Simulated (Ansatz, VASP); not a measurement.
One calculation of Pb, two programs

Contents of INCAR:

```
PREC = Accurate
ENCUT = 520
EDIFF = 1E-7
ISMEAR = -1
SIGMA = 0.05
LREAL = F
LASPH = T
NELM = 100
ALGO = Normal
ISIF = 2
LWAVE = F
LCHARG = F
GGA = CA
NBANDS = 13
```

Contents of KPOINTS:

```
regular mesh
0
Gamma
  9 9 9
```

POSCAR

```
Pb
1.0
    0.0000000000      2.4244952108      2.4244952108
    2.4244952108      0.0000000000      2.4244952108
    2.4244952108      2.4244952108      0.0000000000
Pb
1
Direct
    0.0000000000      0.0000000000      0.0000000000
```

Contents of input.yaml:

```yaml
crystal:
  lattice:
    - [0.0, 2.4244952108, 2.4244952108]
    - [2.4244952108, 0.0, 2.4244952108]
    - [2.4244952108, 2.4244952108, 0.0]
  atoms:
    - { symbol: Pb, position: [0.0, 0.0, 0.0] }
hamiltonian:
  xc: lda
  pseudopotentials: { kind: paw, xc_functional: lda, accuracy: standard }
kpoints:
  mp_grid: { grid: [9, 9, 9] }
scf:
  occupations: { method: fermi_dirac, width: 0.05 }
output:
  forces: true
  stress: true
  eigenvalues: true
```

Alike in both runs: task single point; functional LDA; k mesh 9 × 9 × 9; occupations fermi-dirac, width 0.05 eV; no spin polarisation.

|  | VASP | Ansatz |
| --- | --- | --- |
| version | VASP 6.6.1 | Ansatz 0.2.0 |
| potentials or method | VASP PAW LDA potentials, release 64 (Pb_d) | JTH PAW LDA |
| plane-wave cutoff (eV) | 520 | 1800 |
| valence electrons in the cell | 14 | 14 |

```tsv
	VASP	Ansatz	Ansatz less VASP
gap on the k mesh at the Fermi level (eV)	none	none	-
pressure (GPa)	1.1	1.1	-0.01
```

LDA's correlation is that of Perdew and Zunger in VASP and of Perdew and Wang (1992) in Ansatz. A gap of «none» marks a metal or a gap that the smearing closes.

Spin-orbit coupling is off throughout.
